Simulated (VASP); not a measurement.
Nb, 1 atom in the cell. It takes space group I4/mmm (No. 139, tetragonal). The conventional cell has a = 3.141 Å, b = 3.141 Å, c = 4.019 Å, α = 90.00°, β = 90.00°, γ = 90.00°. Nb (site symmetry 4/mmm) has 14 Nb at 2.99 to 4.02 Å within 4.1 Å.  This cell differs from its parent crystal: strain +0.050 along x and y, -0.050 along z.

```yaml
Program: VASP 6.6.1
Task: single point
Functional: PBE
Potentials_or_basis: VASP PAW PBE potentials, release 64 (Nb_sv)
Cutoff: 520 eV
k_mesh: 20 × 20 × 20
Occupations: gaussian, width 0.15 eV
Spin: no spin polarisation
Dipole_correction: no
Further_INCAR_settings: ALGO = Fast; EDIFF = 1e-06; NBANDS = 12
```

Potentials or basis: VASP PAW PBE potentials, release 64 (Nb_sv).

The run is started by

```sh
$ cat potpaw_PBE.64/Nb_sv/POTCAR > POTCAR
$ mpirun -np 1 vasp_std > vasp.out
```

Hardware: 1 thread of Intel(R) Xeon(R) 6975P-C (Granite Rapids) (shared host).

Question: Estimate the wall time of this run.

Answer: Wall time 2.1 min on 1 thread of Intel(R) Xeon(R) 6975P-C (Granite Rapids), on a shared host, peak memory 0.24 GiB. Counts: scf iterations 20, k points 641.
